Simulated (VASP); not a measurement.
# NdZrS2 (P6/mmm) in VASP: relaxation of cell and atoms with PBE

Aim: the relaxation of cell and atoms of NdZrS2 with PBE.

Everything below comes from runs of VASP 6.6.1. Logs are shortened: lines on timing, memory, paths and dates and some standing lists are left out, and cuts for length are marked.

### Step 1. The cell of the first run

The structure is hexagonal, space group P6/mmm (No. 191). The conventional cell has a = 4.888 Å, b = 4.888 Å, c = 5.494 Å, α = 90.00°, β = 90.00°, γ = 120.00°. Nd (site symmetry 6/mmm) has 2 Zr at 2.75 Å within 3.6 Å. Zr (site symmetry 6/mmm) has 2 Nd at 2.75 Å and 6 S at 2.82 Å within 3.6 Å. S (site symmetry -6m2) has 3 Zr at 2.82 Å and 3 S at 2.82 Å within 3.7 Å.

The cell was generated, and may not be a known phase.

### Step 2. Relaxation of cell and atoms, PBE

File INCAR:

```
PREC = Accurate
ENCUT = 500
EDIFF = 1E-7
ISMEAR = 0
SIGMA = 0.2
LREAL = False
LASPH = True
NELM = 200
ALGO = Normal
ISIF = 3
LWAVE = False
LCHARG = False
GGA = PE
IBRION = 2
NSW = 36
EDIFFG = -0.08
GGA_COMPAT = False
NELMIN = 4
LMAXMIX = 6
```

File KPOINTS:

```
Automatic mesh
0
Gamma
  5 5 4
```

File POSCAR:

```
NdZrS2
1.0
    4.8879131200      0.0000000000      0.0000000000
   -2.4439565600      4.2330569400      0.0000000000
    0.0000000000      0.0000000000      5.4944909500
Nd Zr S
1 1 2
Direct
    0.0000000000      0.0000000000      0.0000000000
    0.0000000000      0.0000000000      0.5000000000
    0.3333333300      0.6666666700      0.5000000000
    0.6666666700      0.3333333300      0.5000000000
```

Potentials or basis: VASP PAW PBE potentials, release 64 (Nd_3, Zr_sv, S), 4f in core.

The run is started by

```bash
$ cat potpaw_PBE.64/Nd_3/POTCAR potpaw_PBE.64/Zr_sv/POTCAR potpaw_PBE.64/S/POTCAR > POTCAR
$ mpirun -np 1 vasp_std > vasp.out
```

OUTCAR:

```text
PREC = Accurate
   ENCUT = 500
   EDIFF = 1E-7
   ISMEAR = 0
   LREAL = False
   LASPH = True
   NELM = 200
   ISIF = 3
   GGA = PE
   IBRION = 2
   NSW = 36
   EDIFFG = -0.08
   NELMIN = 4

 ion  position               nearest neighbor table
   1  0.000  0.000  0.000-   2 2.75   2 2.75
   2  0.000  0.000  0.500-   1 2.75   1 2.75   4 2.82   3 2.82   4 2.82   3 2.82   4 2.82   3 2.82

   3  0.333  0.667  0.500-   2 2.82   2 2.82   2 2.82
   4  0.667  0.333  0.500-   2 2.82   2 2.82   2 2.82

  LATTYP: Found a hexagonal cell.
 ALAT       =     4.8879131200
 C/A-ratio  =     1.1240975065

  Lattice vectors:

 A1 = (   4.8879131200,   0.0000000000,   0.0000000000)
 A2 = (  -2.4439565600,   4.2330569400,   0.0000000000)
 A3 = (   0.0000000000,   0.0000000000,   5.4944909500)

Analysis of symmetry for initial positions (statically):
=====================================================================
 Subroutine PRICEL returns:
 Original cell was already a primitive cell.

 Routine SETGRP: Setting up the symmetry group for a
 hexagonal supercell.

 Subroutine GETGRP returns: Found 24 space group operations
 (whereof 24 operations were pure point group operations)
 out of a pool of 24 trial point group operations.

The static configuration has the point symmetry D_6h.

Analysis of symmetry for dynamics (positions and initial velocities):
=====================================================================
 Subroutine PRICEL returns:
 Original cell was already a primitive cell.

 Routine SETGRP: Setting up the symmetry group for a
 hexagonal supercell.

 Subroutine GETGRP returns: Found 24 space group operations
 (whereof 24 operations were pure point group operations)
 out of a pool of 24 trial point group operations.

The dynamic configuration has the point symmetry D_6h.

 Subroutine INISYM returns: Found 24 space group operations
 (whereof 24 operations are pure point group operations),
 and found     1 'primitive' translations

----------------------------------------------------------------------------------------

                                     Primitive cell

  volume of cell :     113.6855

  direct lattice vectors                    reciprocal lattice vectors
     4.887913120  0.000000000  0.000000000     0.204586288  0.118117948  0.000000000
    -2.443956560  4.233056940  0.000000000     0.000000000  0.236235896  0.000000000
     0.000000000  0.000000000  5.494490950     0.000000000  0.000000000  0.182000482

  length of vectors
     4.887913120  4.887913126  5.494490950     0.236235897  0.236235896  0.182000482

  position of ions in fractional coordinates (direct lattice)
     0.000000000  0.000000000  0.000000000
     0.000000000  0.000000000  0.500000000
     0.333333330  0.666666670  0.500000000
     0.666666670  0.333333330  0.500000000

  ion indices of the primitive-cell ions
   primitive index   ion index
                 1           1
                 2           2
                 3           3
                 4           4

----------------------------------------------------------------------------------------

 KPOINTS: Automatic mesh

Automatic generation of k-mesh.
 Grid dimensions read from file:
 generate k-points for:    5    5    4

 Generating k-lattice:

  Cartesian coordinates                     Fractional coordinates (reciprocal lattice)
     0.040917258  0.023623590  0.000000000     0.200000000  0.000000000  0.000000000
     0.000000000  0.047247179  0.000000000     0.000000000  0.200000000  0.000000000
     0.000000000  0.000000000  0.045500120     0.000000000  0.000000000  0.250000000

  Length of vectors
     0.047247179  0.047247179  0.045500120

  Shift w.r.t. Gamma in fractional coordinates (k-lattice)
     0.000000000  0.000000000  0.000000000

 Subroutine IBZKPT returns following result:
 ===========================================

 Found     15 irreducible k-points:

 Following reciprocal coordinates:
            Coordinates               Weight
  0.000000  0.000000  0.000000      1.000000
  0.200000 -0.000000  0.000000      6.000000
  0.400000  0.000000  0.000000      6.000000
  0.200000  0.200000  0.000000      6.000000
  0.400000  0.200000  0.000000      6.000000
  0.000000  0.000000  0.250000      2.000000
  0.200000 -0.000000  0.250000     12.000000
  0.400000  0.000000  0.250000     12.000000
  0.200000  0.200000  0.250000     12.000000
  0.400000  0.200000  0.250000     12.000000
  0.000000  0.000000  0.500000      1.000000
  0.200000 -0.000000  0.500000      6.000000
  0.400000  0.000000  0.500000      6.000000
  0.200000  0.200000  0.500000      6.000000
  0.400000  0.200000  0.500000      6.000000
   k-points           NKPTS =     15   k-points in BZ     NKDIM =     15   number of bands    NBANDS=     21
   number of dos      NEDOS =    301   number of ions     NIONS =      4
   total plane-waves  NPLWV =  51840
   dimension x,y,z NGX =    36 NGY =   36 NGZ =   40
   dimension x,y,z NGXF=    72 NGYF=   72 NGZF=   80
   ions per type =               1   1   2
   NGX,Y,Z   is equivalent  to a cutoff of  12.24, 12.24, 12.10 a.u.
   NGXF,Y,Z  is equivalent  to a cutoff of  24.49, 24.49, 24.21 a.u.
 SYSTEM =  unknown system
   PREC   = accura    normal or accurate (medium, high low for compatibility)
   ISTART =      0    job   : 0-new  1-cont  2-samecut
   ICHARG =      2    charge: 1-file 2-atom 10-const
   ISPIN  =      1    spin polarized calculation?
   LNONCOLLINEAR =      F non collinear calculations
   LSORBIT =      F    spin-orbit coupling
   LASPH  =      T    aspherical Exc in radial PAW
   ENCUT  =  500.0 eV  36.75 Ry    6.06 a.u.   8.91  8.91 10.02*2*pi/ulx,y,z
   NELM   =    200;   NELMIN=  4; NELMDL= -5     # of ELM steps
   EDIFF  = 0.1E-06   stopping-criterion for ELM
   LREAL  =      F    real-space projection
   EDIFFG = -.8E-01   stopping-criterion for IOM
   NSW    =     36    number of steps for IOM
   IBRION =      2    ionic relax: 0-MD 1-quasi-New 2-CG
   NFREE  =      1    steps in history (QN), initial steepest desc. (CG)
   ISIF   =      3    stress and relaxation
   ISYM   =      2    0-nonsym 1-usesym 2-fastsym
   POTIM  = 0.5000    time-step for ionic-motion
   TEBEG  =    0.0;   TEEND  =   0.0 temperature during run
   PSTRESS=    0.0 pullay stress
   NELECT =      35.0000    total number of electrons
   NUPDOWN=      -1.0000    fix difference up-down
   EMIN   =  10.00;   EMAX   =-10.00  energy-range for DOS
   EFERMI =   0.00;   METHOD = LEGACY
   ISMEAR =     0;   SIGMA  =   0.20  broadening in eV -4-tet -1-fermi 0-gaus
   EFERMI_NEDOS =   21; number of points for ismear=-14 and -15
   IALGO  =     38    algorithm
   IMIX   =      4    mixing-type and parameters
     AMIX     =   0.40;   BMIX     =  1.00
     AMIX_MAG =   1.60;   BMIX_MAG =  1.00
  volume/ion in A,a.u.               =      28.42       191.80
  Fermi-wavevector in a.u.,A,eV,Ry     =   1.105425  2.088950 16.625826  1.221964
  Thomas-Fermi vector in A             =   2.241912
   LORBIT       =      0    0 simple, 1 ext, 2 COOP (PROOUT), +10 PAW based schemes
   GGA     = PE    functional components
   LHFCALC =     F    Hartree Fock is set to
   AEXX    =    0.0000 exact exchange contribution
   IVDW    =     0    specifies the selected vdW correction
   LEPSILON=     F    determine dielectric tensor
   LRPA    =     F    only Hartree local field effects (RPA)
 conjugate gradient relaxation of ions
 non-spin polarized calculation
 Gauss-broadening in eV      SIGMA  =   0.20
  energy-cutoff  :      500.00
  volume of cell :      113.69
 maximum number of plane-waves:      2902
 NGX is ok and might be reduce to    36
   NGX = 17   NGY = 17   NGZ = 21

--------------------------------------- Ionic step        1  -------------------------------------------

 number of electron      35.0000001 magnetization

 Free energy of the ion-electron system (eV)
  ---------------------------------------------------
  ext. energy  EPLUGINS =         0.00000000
  ---------------------------------------------------
  free energy    TOTEN  =       -21.87218249 eV

  energy without entropy =      -21.79441471  energy(sigma->0) =      -21.83329860

------------------------ aborting loop because EDIFF is reached ----------------------------------------

  FORCE on cell =-STRESS in cart. coord.  units (eV):
  Direction    XX          YY          ZZ          XY          YZ          ZX
  --------------------------------------------------------------------------------------
  -------------------------------------------------------------------------------------
  Total       -3.8290107     -3.8290107      3.1417114      0.0000000      0.0000000     -0.0000000
  in kB      -53.9625064    -53.9625066     44.2763502      0.0000000      0.0000000     -0.0000000
  external PRESSURE =     -21.2162209 kB  Pullay stress =       0.0000000 kB

 VOLUME and BASIS-vectors are now :
 -----------------------------------------------------------------------------
  energy-cutoff  :      500.00
  volume of cell :      113.69
      direct lattice vectors                 reciprocal lattice vectors
     4.887913120  0.000000000  0.000000000     0.204586288  0.118117948  0.000000000
    -2.443956560  4.233056940  0.000000000     0.000000000  0.236235896  0.000000000
     0.000000000  0.000000000  5.494490950     0.000000000  0.000000000  0.182000482
[... 77 lines left out ...]
 POSITION                                       TOTAL-FORCE (eV/Angst)
 -----------------------------------------------------------------------------------
     -2.32818      4.03252      0.00000         0.000000     -0.000000      0.000000
     -2.32818      4.03252      2.85403         0.000000     -0.000000      0.000000
     -0.00000      2.68835      2.85403        -0.000000      0.000000     -0.000000
      2.32818      1.34417      2.85403         0.000000     -0.000000      0.000000
 -----------------------------------------------------------------------------------
    total drift:                               -0.000000      0.000000      0.000000

  FREE ENERGIE OF THE ION-ELECTRON SYSTEM (eV)
  ---------------------------------------------------
  free  energy   TOTEN  =       -22.1304067673 eV

  energy  without entropy=      -22.0543964277  energy(sigma->0) =      -22.09240160

--------------------------------------- Ionic step        4  -------------------------------------------

 number of electron      34.9999996 magnetization

 Free energy of the ion-electron system (eV)
  ---------------------------------------------------
  ext. energy  EPLUGINS =         0.00000000
  ---------------------------------------------------
  free energy    TOTEN  =       -22.15568242 eV

  energy without entropy =      -22.07325507  energy(sigma->0) =      -22.11446874

 E-fermi :   4.8486     XC(G=0):  -9.2761

 val. band max:        4.8111384577   @ k =   0.2000  -0.0000   0.0000
 cond. band min:       4.8800189704   @ k =   0.4000   0.2000   0.2500
 fundamental gap:      0.0688805127
 Fermi energy:         4.8485731411

 k-point     1 :       0.0000    0.0000    0.0000
  band No.  band energies     occupation
      1     -43.8408      2.00000
      2     -34.1570      2.00000
      3     -22.1434      2.00000
      4     -21.9065      2.00000
      5     -21.9065      2.00000
      6     -15.2965      2.00000
[... 13 lines left out ...]
     20       4.3093      1.99986
     21       5.9640      0.00000
[... 356 lines left out ...]
 POSITION                                       TOTAL-FORCE (eV/Angst)
 -----------------------------------------------------------------------------------
      0.00000      0.00000      0.00000        -0.000000     -0.000000     -0.000000
      0.00000      0.00000      2.92625        -0.000000     -0.000000     -0.000000
     -0.00000      2.69870      2.92625         0.000000      0.000000     -0.000000
      2.33714      1.34935      2.92625        -0.000000     -0.000000      0.000000
 -----------------------------------------------------------------------------------
    total drift:                               -0.000000      0.000000      0.000000

  FREE ENERGIE OF THE ION-ELECTRON SYSTEM (eV)
  ---------------------------------------------------
  free  energy   TOTEN  =       -22.1556824228 eV

  energy  without entropy=      -22.0732550657  energy(sigma->0) =      -22.11446874

 reached required accuracy - stopping structural energy minimisation
```

Run time: 66 s. Hardware: 1 thread of Intel Xeon Platinum 8559C (Emerald Rapids), shared host; peak memory 0.25 GiB.

Results:

- Free energy: -22.1557 eV
- Relaxed volume: 27.68 Å³/atom
- Relaxed cell: a = 4.674 Å, b = 4.674 Å, c = 5.852 Å, α = 90.00°, β = 90.00°, γ = 120.00°
- Space group after relaxing (to 0.1 Å): P6/mmm (No. 191)
- Energy gained by relaxing: 70.9 meV/atom
- Ionic steps: 4
- Pressure after relaxing: -0.1 GPa
- Band gap on the k mesh: zero (an odd number of electrons rules out a gap without spin polarisation)

Stress tensor (GPa, compression positive):
```
-0.34  0.00  0.00
 0.00 -0.34  0.00
 0.00  0.00  0.29
```

Step by step:
| step | energy change (eV) | largest force (eV/Å) | pressure (GPa) | volume (Å³) |
| --- | --- | --- | --- | --- |
| 1 | 0.0000 | 0.0000 | -2.12 | 113.69 |
| 2 | -0.2582 | 0.0000 | 1.45 | 107.35 |
| 3 | -0.2582 | 0.0000 | 1.59 | 107.18 |
| 4 | -0.2835 | 0.0000 | -0.13 | 110.74 |

Final structure:
```
Nd Zr S
1.0
     4.67429    0.00000    0.00000
    -2.33714    4.04805    0.00000
     0.00000    0.00000    5.85250
Nd Zr S
1 1 2
Cartesian
  0.0000 0.0000 0.0000
  0.0000 0.0000 2.9262
  0.0000 2.6987 2.9262
  2.3371 1.3494 2.9262
```

Levels at points of the mesh, in eV from the Fermi level:
| k point | band 16 | band 17 | band 18 | band 19 | band 20 | band 21 |
| --- | --- | --- | --- | --- | --- | --- |
| (0.00, 0.00, 0.00) | -0.96 | -0.96 | -0.90 | -0.54 | -0.54 | 1.12 |
| (0.00, 0.00, 0.50) | -1.00 | -0.15 | 0.81 | 0.81 | 0.94 | 0.94 |

Caveat: spin-orbit coupling is left out, which moves the levels of the heavy elements; the 4f electrons are frozen in the core, so they carry no moment and show no levels; the run has no spin polarisation, though such a crystal can be magnetic.

The gap in the log of VASP goes by the Fermi energy; the results here count the filled bands.